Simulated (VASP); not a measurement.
Crystal: PbS.

```xyz
2
Lattice="0.0000 2.9657 2.9657 2.9657 0.0000 2.9657 2.9657 2.9657 0.0000" Properties=species:S:1:pos:R:3 pbc="T T T"
Pb    0.0000    0.0000    0.0000
S     2.9657    2.9657    2.9657
```

| Quantity | Value |
| --- | --- |
| Program | VASP 6.6.1 |
| Task | relaxation of cell and atoms |
| Functional | b88 exchange, pbe correlation |
| Potentials or basis | VASP PAW PBE potentials, release 64 (Pb_d, S) |
| Cutoff | 500 eV |
| k mesh | 8 × 8 × 8 |
| Occupations | fermi-dirac, width 0.05 eV |
| Spin | no spin polarisation |

At the start: pressure 2.0 GPa; volume 26.09 Å³/atom.

Q: How do energy, volume and symmetry change on relaxing?

A: Over 3 steps the energy falls by 5.4 meV/atom and the volume is 26.99 Å³/atom (+3.5 %); space group Fm-3m (No. 225, to 0.1 Å) before and after.

The path:
```tsv
step	energy change (eV)	largest force (eV/Å)	pressure (GPa)	volume (Å³)
1	0.0000	0.0000	1.96	52.17
2	-0.0095	0.0000	-0.61	54.62
3	-0.0107	0.0000	0.01	53.98
```

Final structure:
```xyz
2
Lattice="0.0000 2.9996 2.9996 2.9996 0.0000 2.9996 2.9996 2.9996 0.0000" Properties=species:S:1:pos:R:3 pbc="T T T"
Pb    0.0000    0.0000    0.0000
S     2.9996    2.9996    2.9996
```

Caveat: the PAW data sets were made with another functional, which shifts forces and pressure a little.
